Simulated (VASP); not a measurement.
# B3As5 in VASP: a series of runs

Runs on B3As5. Level: PBE. Tasks: single point.

Program: VASP 6.6.1. These are calculated values, not measurements. Logs are shortened: lines on timing, memory, paths and dates and some standing lists are left out, and cuts for length are marked.

**1. The cell of the first run**

It takes space group P4/mmm (No. 123, tetragonal). Conventional cell: a = 4.904 Å, b = 4.904 Å, c = 5.036 Å, α = 90.00°, β = 90.00°, γ = 90.00°. B (site symmetry 4/mmm) has 4 As at 2.45 Å and 2 B at 2.52 Å within 3.2 Å. B (site symmetry 4/mmm) has 6 As at 2.45 to 2.52 Å within 3.2 Å. Within 3.2 Å of B (site symmetry 4/mmm) lie 4 As at 2.45 Å and 2 B at 2.52 Å. Within 3.2 Å of As (site symmetry mmm) lie 4 B at 2.45 Å and 2 As at 2.52 Å. As (site symmetry 4/mmm) has 4 As at 2.45 Å and 2 B at 2.52 Å within 3.2 Å. Within 3.2 Å of As (site symmetry mmm) lie 2 B at 2.45 Å and 4 As at 2.45 to 2.52 Å.

**2. Single point, PBE**

The input, INCAR:

```
SYSTEM = B3As5
PREC = Accurate
ENCUT = 500
EDIFF = 1E-6
ISMEAR = 0
SIGMA = 0.2
LREAL = .False.
LASPH = .True.
NELM = 120
ALGO = Normal
ISIF = 2
LWAVE = .False.
LCHARG = .False.
GGA = PE
NBANDS = 27
GGA_COMPAT = .False.
```

The input, KPOINTS:

```
Automatic mesh
0
Gamma
  3 3 3
  0 0 0
```

The input, POSCAR:

```
B3As5
1.0
    4.9040080464      0.0000000000      0.0000000000
    0.0000000000      4.9040080464      0.0000000000
    0.0000000000      0.0000000000      5.0361841066
B As
3 5
Direct
    0.5000000000      0.5000000000      0.5000000000
    0.0000000000      0.0000000000      0.5000000000
    0.5000000000      0.5000000000      0.0000000000
    0.0000000000      0.5000000000      0.5000000000
    0.5000000000      0.0000000000      0.5000000000
    0.0000000000      0.0000000000      0.0000000000
    0.0000000000      0.5000000000      0.0000000000
    0.5000000000      0.0000000000      0.0000000000
```

Potentials or basis: VASP PAW PBE potentials, release 64 (B, As).

Started as:

```sh
> cat potpaw_PBE.64/B/POTCAR potpaw_PBE.64/As/POTCAR > POTCAR
> mpirun -np 1 vasp_std > vasp.out
```

OUTCAR:

```text
SYSTEM = B3As5
   PREC = Accurate
   ENCUT = 500
   EDIFF = 1E-6
   ISMEAR = 0
   LREAL = .False.
   LASPH = .True.
   NELM = 120
   ISIF = 2
   GGA = PE

 ion  position               nearest neighbor table
   1  0.500  0.500  0.500-   4 2.45   5 2.45   5 2.45   4 2.45
   2  0.000  0.000  0.500-   4 2.45   5 2.45   4 2.45   5 2.45   6 2.52   6 2.52
   3  0.500  0.500  0.000-   7 2.45   8 2.45   8 2.45   7 2.45
   4  0.000  0.500  0.500-   1 2.45   2 2.45   2 2.45   1 2.45   7 2.52   7 2.52
   5  0.500  0.000  0.500-   1 2.45   2 2.45   1 2.45   2 2.45   8 2.52   8 2.52
   6  0.000  0.000  0.000-   7 2.45   8 2.45   7 2.45   8 2.45   2 2.52   2 2.52
   7  0.000  0.500  0.000-   3 2.45   6 2.45   6 2.45   3 2.45   4 2.52   4 2.52
   8  0.500  0.000  0.000-   3 2.45   6 2.45   3 2.45   6 2.45   5 2.52   5 2.52

  LATTYP: Found a simple tetragonal cell.
 ALAT       =     4.9040080464
 C/A-ratio  =     1.0269526597

  Lattice vectors:

 A1 = (   4.9040080464,   0.0000000000,   0.0000000000)
 A2 = (   0.0000000000,   4.9040080464,   0.0000000000)
 A3 = (   0.0000000000,   0.0000000000,   5.0361841066)

Analysis of symmetry for initial positions (statically):
=====================================================================
 Subroutine PRICEL returns:
 Original cell was already a primitive cell.

 Routine SETGRP: Setting up the symmetry group for a
 simple tetragonal supercell.

 Subroutine GETGRP returns: Found 16 space group operations
 (whereof 16 operations were pure point group operations)
 out of a pool of 16 trial point group operations.

The static configuration has the point symmetry D_4h.

Analysis of symmetry for dynamics (positions and initial velocities):
=====================================================================
 Subroutine PRICEL returns:
 Original cell was already a primitive cell.

 Routine SETGRP: Setting up the symmetry group for a
 simple tetragonal supercell.

 Subroutine GETGRP returns: Found 16 space group operations
 (whereof 16 operations were pure point group operations)
 out of a pool of 16 trial point group operations.

The dynamic configuration has the point symmetry D_4h.

 Subroutine INISYM returns: Found 16 space group operations
 (whereof 16 operations are pure point group operations),
 and found     1 'primitive' translations

----------------------------------------------------------------------------------------
[... 91 lines left out ...]
   NFREE  =      0    steps in history (QN), initial steepest desc. (CG)
   ISIF   =      2    stress and relaxation
   ISYM   =      2    0-nonsym 1-usesym 2-fastsym
   POTIM  = 0.5000    time-step for ionic-motion
   TEBEG  =    0.0;   TEEND  =   0.0 temperature during run
   PSTRESS=    0.0 pullay stress
   NELECT =      34.0000    total number of electrons
   NUPDOWN=      -1.0000    fix difference up-down
   EMIN   =  10.00;   EMAX   =-10.00  energy-range for DOS
   EFERMI =   0.00;   METHOD = LEGACY
   ISMEAR =     0;   SIGMA  =   0.20  broadening in eV -4-tet -1-fermi 0-gaus
   EFERMI_NEDOS =   21; number of points for ismear=-14 and -15
   IALGO  =     38    algorithm
   IMIX   =      4    mixing-type and parameters
     AMIX     =   0.40;   BMIX     =  1.00
     AMIX_MAG =   1.60;   BMIX_MAG =  1.00
  volume/ion in A,a.u.               =      15.14       102.17
  Fermi-wavevector in a.u.,A,eV,Ry     =   1.071930  2.025654 15.633560  1.149034
  Thomas-Fermi vector in A             =   2.207685
   LORBIT       =      0    0 simple, 1 ext, 2 COOP (PROOUT), +10 PAW based schemes
   GGA     = PE    functional components
   LHFCALC =     F    Hartree Fock is set to
   AEXX    =    0.0000 exact exchange contribution
   IVDW    =     0    specifies the selected vdW correction
   LEPSILON=     F    determine dielectric tensor
   LRPA    =     F    only Hartree local field effects (RPA)
 non-spin polarized calculation
 Gauss-broadening in eV      SIGMA  =   0.20
  energy-cutoff  :      500.00
  volume of cell :      121.12
 maximum number of plane-waves:      3092
 NGX is ok and might be reduce to    36
   NGX = 17   NGY = 17   NGZ = 19

 number of electron      34.0000005 magnetization

 Free energy of the ion-electron system (eV)
  ---------------------------------------------------
  ext. energy  EPLUGINS =         0.00000000
  ---------------------------------------------------
  free energy    TOTEN  =       -35.58081653 eV

  energy without entropy =      -35.47909702  energy(sigma->0) =      -35.52995677

 E-fermi :   6.1272     XC(G=0): -10.8044

 val. band max:        6.0656633402   @ k =   0.3333   0.3333   0.3333
 cond. band min:       6.1692744817   @ k =   0.0000   0.0000   0.0000
 fundamental gap:      0.1036111415
 Fermi energy:         6.1272277362

 k-point     1 :       0.0000    0.0000    0.0000
  band No.  band energies     occupation
      1      -9.4574      2.00000
      2      -6.0299      2.00000
      3      -5.1599      2.00000
      4      -2.5929      2.00000
      5      -1.3871      2.00000
      6      -1.2879      2.00000
[... 169 lines left out ...]
     26      10.0406      0.00000
     27      11.1605      0.00000

------------------------ aborting loop because EDIFF is reached ----------------------------------------

  FORCE on cell =-STRESS in cart. coord.  units (eV):
  Direction    XX          YY          ZZ          XY          YZ          ZX
  --------------------------------------------------------------------------------------
  -------------------------------------------------------------------------------------
  Total        0.0655494      0.0655494      0.2070592      0.0000000      0.0000000      0.0000000
  in kB        0.8671123      0.8671123      2.7390582      0.0000000      0.0000000      0.0000000
  external PRESSURE =       1.4910942 kB  Pullay stress =       0.0000000 kB

 VOLUME and BASIS-vectors are now :
 -----------------------------------------------------------------------------
  energy-cutoff  :      500.00
  volume of cell :      121.12
      direct lattice vectors                 reciprocal lattice vectors
     4.904008046  0.000000000  0.000000000     0.203914837  0.000000000  0.000000000
     0.000000000  4.904008046  0.000000000     0.000000000  0.203914837  0.000000000
     0.000000000  0.000000000  5.036184107     0.000000000  0.000000000  0.198563035

 POSITION                                       TOTAL-FORCE (eV/Angst)
 -----------------------------------------------------------------------------------
      2.45200      2.45200      2.51809         0.000000      0.000000      0.000000
      0.00000      0.00000      2.51809         0.000000      0.000000      0.000000
      2.45200      2.45200      0.00000         0.000000      0.000000      0.000000
      0.00000      2.45200      2.51809         0.000000      0.000000      0.000000
      2.45200      0.00000      2.51809         0.000000      0.000000      0.000000
      0.00000      0.00000      0.00000         0.000000      0.000000      0.000000
      0.00000      2.45200      0.00000         0.000000      0.000000      0.000000
      2.45200      0.00000      0.00000         0.000000      0.000000      0.000000
 -----------------------------------------------------------------------------------
    total drift:                                0.000000     -0.000000     -0.000000

  FREE ENERGIE OF THE ION-ELECTRON SYSTEM (eV)
  ---------------------------------------------------
  free  energy   TOTEN  =       -35.5808165258 eV

  energy  without entropy=      -35.4790970195  energy(sigma->0) =      -35.52995677
```

OSZICAR:

```text
N       E                     dE             d eps       ncg     rms          rms(c)
DAV:   1     0.983253121418E+02    0.98325E+02   -0.13286E+04   324   0.105E+03
DAV:   2    -0.281162977962E+02   -0.12644E+03   -0.11967E+03   404   0.171E+02
DAV:   3    -0.357581548579E+02   -0.76419E+01   -0.74352E+01   437   0.383E+01
DAV:   4    -0.358654866526E+02   -0.10733E+00   -0.10629E+00   416   0.451E+00
DAV:   5    -0.358672543687E+02   -0.17677E-02   -0.17660E-02   418   0.499E-01    0.667E+00
DAV:   6    -0.355650409760E+02    0.30221E+00   -0.84881E-01   437   0.404E+00    0.385E+00
DAV:   7    -0.355781789619E+02   -0.13138E-01   -0.17035E-01   400   0.173E+00    0.200E+00
DAV:   8    -0.355802595184E+02   -0.20806E-02   -0.20028E-02   432   0.688E-01    0.509E-01
DAV:   9    -0.355807419325E+02   -0.48241E-03   -0.38726E-03   445   0.302E-01    0.856E-02
DAV:  10    -0.355807615977E+02   -0.19665E-04   -0.44470E-04   408   0.986E-02    0.531E-02
DAV:  11    -0.355808133775E+02   -0.51780E-04   -0.88433E-05   394   0.486E-02    0.192E-02
DAV:  12    -0.355808165595E+02   -0.31820E-05   -0.30431E-05   402   0.276E-02    0.349E-03
DAV:  13    -0.355808165258E+02    0.33632E-07   -0.28048E-06   312   0.826E-03
   1 F= -.35580817E+02 E0= -.35529957E+02  d E =-.101720E+00
```

stdout:

```text
POSCAR found type information on POSCAR B As
 POSCAR found :  2 types and       8 ions
 scaLAPACK will be used
 LDA part: xc-table for (Slater+PW92), standard interpolation
 POSCAR, INCAR and KPOINTS ok, starting setup
 FFT: planning ... GRIDC
 FFT: planning ... GRID_SOFT
 FFT: planning ... GRID
 WAVECAR not read
 entering main loop
```

Wall time 13 s (1 thread of Intel Xeon Platinum 8488C (Sapphire Rapids), shared host); peak memory 0.21 GiB.

What came out:

```yaml
Free_energy: -35.5808 eV
Pressure: 0.1 GPa
Band_gap_on_the_k_mesh: zero (band 17 reaches 6.51 eV, above the bottom of band 18 at 4.82 eV)
```

Levels at points of the mesh, in eV from the Fermi level:
```
           k point  band 16  band 17  band 18  band 19  band 20  band 21
(0.00, 0.00, 0.00)    -2.57    -0.58    -0.58     0.04     0.46     3.26
```

Caveat: the k points lie up to 0.43 Å⁻¹ apart.

**3. Single point, PBE**

This run uses another cell than the first one, of 16.43 Å³/atom, 1.085 times its volume.

The input, INCAR:

```
ALGO = Normal ; EDIFF = 1E-6
ENCUT = 500 ; GGA = PE
GGA_COMPAT = False ; ISIF = 2
ISMEAR = 0 ; LASPH = True
LCHARG = False ; LREAL = False
LWAVE = False ; NBANDS = 27
NELM = 120 ; PREC = Accurate
SIGMA = 0.2
```

The input, KPOINTS:

```
k-points
0
Gamma
  3 3 3
```

The input, POSCAR:

```
B3As5
1.0
    4.1734328184      0.0000000000      0.0000000000
    0.0000000000      4.1734328184      0.0000000000
    0.0000000000      0.0000000000      7.5481123182
B As
3 5
Direct
    0.5000000000      0.0000000000      0.0000000000
    0.0000000000      0.5000000000      0.0000000000
    0.0000000000      0.0000000000      0.5000000000
    0.5000000000      0.5000000000      0.1631210131
    0.5000000000      0.5000000000      0.8368789869
    0.0000000000      0.0000000000      0.8244217068
    0.0000000000      0.0000000000      0.1755782932
    0.5000000000      0.5000000000      0.5000000000
```

Potentials or basis: VASP PAW PBE potentials, release 64 (B, As).

Started as:

```sh
> cat potpaw_PBE.64/B/POTCAR potpaw_PBE.64/As/POTCAR > POTCAR
> mpirun -np 1 vasp_std > vasp.out
```

OUTCAR:

```text
EDIFF = 1E-6
   ENCUT = 500
   GGA = PE
   ISIF = 2
   ISMEAR = 0
   LASPH = True
   LREAL = False
   NELM = 120
   PREC = Accurate

 ion  position               nearest neighbor table
   1  0.500  0.000  0.000-   4 2.42   5 2.42   4 2.42   5 2.42   6 2.47   7 2.47   6 2.47   7 2.47

   2  0.000  0.500  0.000-   4 2.42   5 2.42   4 2.42   5 2.42   6 2.47   7 2.47   6 2.47   7 2.47

   3  0.000  0.000  0.500-   6 2.45   7 2.45
[... 377 lines left out ...]
  Total        0.1844740      0.1844740      0.1738301      0.0000000      0.0000000      0.0000000
  in kB        2.2481251      2.2481251      2.1184117      0.0000000      0.0000000      0.0000000
  external PRESSURE =       2.2048873 kB  Pullay stress =       0.0000000 kB

 VOLUME and BASIS-vectors are now :
 -----------------------------------------------------------------------------
  energy-cutoff  :      500.00
  volume of cell :      131.47
      direct lattice vectors                 reciprocal lattice vectors
     4.173432818  0.000000000  0.000000000     0.239610902  0.000000000  0.000000000
     0.000000000  4.173432818  0.000000000     0.000000000  0.239610902  0.000000000
     0.000000000  0.000000000  7.548112318     0.000000000  0.000000000  0.132483455

 POSITION                                       TOTAL-FORCE (eV/Angst)
 -----------------------------------------------------------------------------------
      2.08672      0.00000      0.00000         0.000000     -0.000000     -0.000000
      0.00000      2.08672      0.00000         0.000000     -0.000000     -0.000000
      0.00000      0.00000      3.77406         0.000000     -0.000000     -0.000000
      2.08672      2.08672      1.23126         0.000000     -0.000000      0.046713
      2.08672      2.08672      6.31686         0.000000      0.000000     -0.046713
      0.00000      0.00000      6.22283         0.000000      0.000000     -0.054055
      0.00000      0.00000      1.32528        -0.000000     -0.000000      0.054055
      2.08672      2.08672      3.77406         0.000000     -0.000000     -0.000000
 -----------------------------------------------------------------------------------
    total drift:                                0.000000      0.000000      0.000000

  FREE ENERGIE OF THE ION-ELECTRON SYSTEM (eV)
  ---------------------------------------------------
  free  energy   TOTEN  =       -33.1817737112 eV

  energy  without entropy=      -33.0722464803  energy(sigma->0) =      -33.12701010
```

OSZICAR:

```text
N       E                     dE             d eps       ncg     rms          rms(c)
DAV:   1     0.108478393152E+03    0.10848E+03   -0.13406E+04   324   0.104E+03
DAV:   2    -0.251052013962E+02   -0.13358E+03   -0.12533E+03   404   0.170E+02
DAV:   3    -0.339806810282E+02   -0.88755E+01   -0.86124E+01   437   0.407E+01
DAV:   4    -0.341441556163E+02   -0.16347E+00   -0.16197E+00   416   0.545E+00
DAV:   5    -0.341470396407E+02   -0.28840E-02   -0.28764E-02   429   0.628E-01    0.728E+00
DAV:   6    -0.334771905174E+02    0.66985E+00   -0.36580E+00   378   0.867E+00    0.405E+00
DAV:   7    -0.331792521689E+02    0.29794E+00   -0.11111E+00   413   0.497E+00    0.277E+00
DAV:   8    -0.331836252647E+02   -0.43731E-02   -0.15202E-01   392   0.158E+00    0.113E+00
DAV:   9    -0.331814251058E+02    0.22002E-02   -0.12022E-02   437   0.564E-01    0.240E-01
DAV:  10    -0.331816449519E+02   -0.21985E-03   -0.23440E-03   400   0.247E-01    0.650E-02
DAV:  11    -0.331817303646E+02   -0.85413E-04   -0.21986E-04   416   0.752E-02    0.314E-02
DAV:  12    -0.331817727379E+02   -0.42373E-04   -0.65073E-05   432   0.419E-02    0.629E-03
DAV:  13    -0.331817737112E+02   -0.97331E-06   -0.58938E-06   448   0.126E-02
   1 F= -.33181774E+02 E0= -.33127010E+02  d E =-.109527E+00
```

Wall time 16 s (1 thread of Intel Xeon Platinum 8488C (Sapphire Rapids), shared host); peak memory 0.21 GiB.

Results:

```yaml
Free_energy: -33.1818 eV
Pressure: 0.2 GPa
Largest_force: 0.054 eV/Å
Band_gap_on_the_k_mesh: zero (band 17 reaches 6.16 eV, above the bottom of band 18 at 4.68 eV)
```

Forces in eV/Å, atoms in the order of the input:
```
B    0.000  0.000  0.000
B    0.000  0.000  0.000
B    0.000  0.000  0.000
As   0.000  0.000  0.047
As   0.000  0.000 -0.047
As   0.000  0.000 -0.054
As   0.000  0.000  0.054
As   0.000  0.000  0.000
```

Caveat: the k points lie up to 0.50 Å⁻¹ apart.

**4. Single point, PBE**

This run uses another cell than the first one, of 15.76 Å³/atom, 1.041 times its volume.

The input, INCAR:

```
PREC = Accurate ; ENCUT = 500
EDIFF = 1E-6 ; ISMEAR = 0
SIGMA = 0.2 ; LREAL = False
LASPH = True ; NELM = 120
ALGO = Normal ; ISIF = 2
LWAVE = False ; LCHARG = False
GGA = PE ; NBANDS = 27
GGA_COMPAT = False
```

The input, KPOINTS:

```
Automatic mesh
0
Gamma
  3 3 4
```

The input, POSCAR:

```
B3As5
1.0
    5.0873347744      0.0000000000      0.0000000000
    0.0000000000      5.0873347744      0.0000000000
    0.0000000000      0.0000000000      4.8709913252
B As
3 5
Direct
    0.0000000000      0.5000000000      0.5000000000
    0.5000000000      0.0000000000      0.5000000000
    0.5000000000      0.5000000000      0.5000000000
    0.0000000000      0.5000000000      0.0000000000
    0.5000000000      0.0000000000      0.0000000000
    0.5000000000      0.5000000000      0.0000000000
    0.0000000000      0.0000000000      0.0000000000
    0.0000000000      0.0000000000      0.5000000000
```

Started as:

```sh
> cat potpaw_PBE.64/B/POTCAR potpaw_PBE.64/As/POTCAR > POTCAR
> mpirun -np 1 vasp_std > vasp.out
```

Run time: 18 s. Hardware: 1 thread of Intel Xeon Platinum 8488C (Sapphire Rapids), shared host; peak memory 0.22 GiB.

The run converged. Its results:

```
Free energy            : -34.5184 eV
Pressure               : 0.2 GPa
Band gap on the k mesh : zero (band 17 reaches 6.38 eV, above the bottom of band 18 at 5.15 eV)
```

Stress tensor (GPa, compression positive):
```
0.20 0.00 0.00
0.00 0.20 0.00
0.00 0.00 0.30
```

Levels at points of the mesh, in eV from the Fermi level:
```
           k point  band 13  band 14  band 15  band 16  band 17  band 18  band 19  band 20  band 21  band 22
(0.00, 0.00, 0.00)    -3.51    -3.30    -2.66    -2.66    -0.88     0.25     0.25     0.40     2.90     3.51
(0.00, 0.00, 0.50)    -3.70    -2.96    -0.93    -0.93    -0.79    -0.54     2.27     2.57     2.58     3.23
```

Caveat: the k points lie up to 0.41 Å⁻¹ apart.

[end of part 1 of 2]
